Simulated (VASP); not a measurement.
A run of VASP 6.6.1 is set up as follows.

INCAR

```
SYSTEM = Ag3BrCl2
PREC = Accurate
ENCUT = 520
EDIFF = 1E-7
ISMEAR = 0
SIGMA = 0.1
LREAL = .FALSE.
LASPH = .TRUE.
NELM = 100
ALGO = Normal
ISIF = 2
LWAVE = .FALSE.
LCHARG = .FALSE.
GGA = PE
NBANDS = 36
```

KPOINTS

```
regular mesh
0
G
  6 6 10
  0 0 0
```

POSCAR

```
Ag3BrCl2
1.0
    6.5089557221      0.0000000000      0.0000000000
   -3.2544778610      5.6369210074      0.0000000000
    0.0000000000      0.0000000000      3.9215156321
Ag Br Cl
3 1 2
Direct
    0.5000000000      0.0000000000      0.5000000000
    0.5000000000      0.5000000000      0.5000000000
    0.0000000000      0.5000000000      0.5000000000
    0.0000000000      0.0000000000      0.0000000000
    0.3333333333      0.6666666667      0.0000000000
    0.6666666667      0.3333333333      0.0000000000
```

Potentials or basis: VASP PAW PBE potentials, release 64 (Ag, Br, Cl).

Launch:

```console
$ cat potpaw_PBE.64/Ag/POTCAR potpaw_PBE.64/Br/POTCAR potpaw_PBE.64/Cl/POTCAR > POTCAR
$ mpirun -np 1 vasp_std > vasp.out
```

Problem. Estimate the pressure.

Solution. -0.1 GPa.

Problem. Predict the band gap on the k mesh.

Solution. Zero (bands 27 and 28 overlap by 0.05 eV).
